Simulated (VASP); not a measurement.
**Ta2N: single point with PBEsol+D4**

Ta2N:

```
Ta N
1.0
     3.08839    0.00000    0.00000
    -1.54420    2.67463    0.00000
     0.00000    0.00000    4.78606
Ta N
2 1
Cartesian
  1.5442 0.8915 3.5947
  0.0000 1.7831 1.1913
  0.0000 0.0000 0.0000
```

- Program: VASP 6.6.1
- Task: single point
- Functional: PBEsol
- Dispersion: D4
- Potentials or basis: VASP PAW PBE potentials, release 64 (Ta_pv, N)
- Cutoff: 520 eV
- k mesh: 5 × 5 × 3
- Occupations: fermi-dirac, width 0.1 eV
- Spin: no spin polarisation
- Dipole correction: no
- Further INCAR settings: ALGO = Normal; EDIFF = 1e-06; NBANDS = 20

The pressure is 0.6 GPa, the largest force is 0.057 eV/Å and the dispersion energy per atom is -0.177 eV.

Forces in eV/Å, atoms in the order of the input:
```
Ta   0.000  0.000 -0.057
Ta   0.000  0.000  0.057
N    0.000  0.000  0.000
```

Stress tensor (GPa, compression positive):
```
0.65 0.00 0.00
0.00 0.65 0.00
0.00 0.00 0.54
```

Levels at points of the mesh, in eV from the Fermi level:
```
           k point  band 9  band 10  band 11  band 12  band 13  band 14  band 15  band 16  band 17  band 18
(0.00, 0.00, 0.00)   -6.51    -6.51    -4.85    -0.59    -0.34    -0.34     0.22     0.22     0.47     1.40
```

Run time: 8.6 s on 1 thread of Intel(R) Xeon(R) Platinum 8259CL CPU @ 2.50GHz (Skylake/Cascade Lake), on a shared host, peak memory 0.16 GiB.

Caveat: the k points lie up to 0.47 Å⁻¹ apart; the PAW data sets were made with another functional, which shifts forces and pressure a little; spin-orbit coupling is left out, which moves the levels of the heavy elements; pairwise dispersion overbinds metals, which lowers pressure and volume.
